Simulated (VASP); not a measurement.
# ZnCu: single point with PBE

The system is ZnCu.

```
Zn Cu
1.0
     2.94500    0.00000    0.00000
     0.00000    2.94500    0.00000
     0.00000    0.00000    2.94500
Zn Cu
1 1
Direct
  0.50000 0.50000 0.50000
  0.00000 0.00000 0.00000
```

| Quantity | Value |
| --- | --- |
| Program | VASP 6.6.1 |
| Task | single point |
| Functional | PBE |
| Potentials or basis | VASP PAW PBE potentials, release 64 (Zn, Cu) |
| Cutoff | 520 eV |
| k mesh | 10 × 10 × 10 |
| Occupations | fermi-dirac, width 0.05 eV |
| Spin | collinear spin |
| Starting moments | [0.0, 1.2] μB |
| Fixed moment | 1.2 μB |

```json
{
  "Pressure": "11.3 GPa",
  "Net moment": "1.20 μB per cell",
  "Site moments": "Zn +0.31; Cu +0.51 μB",
  "Valence electrons inside the program's atomic spheres": "Zn 10.87; Cu 9.96"
}
```

Wall time 78 s on 1 thread of AMD EPYC 7R43 64-Core Processor (Zen 3), on a shared host, peak memory 0.14 GiB.

Caveat: the cell stands under pressure; the total moment is fixed, so each spin has its own Fermi level and the state may be an excited one.
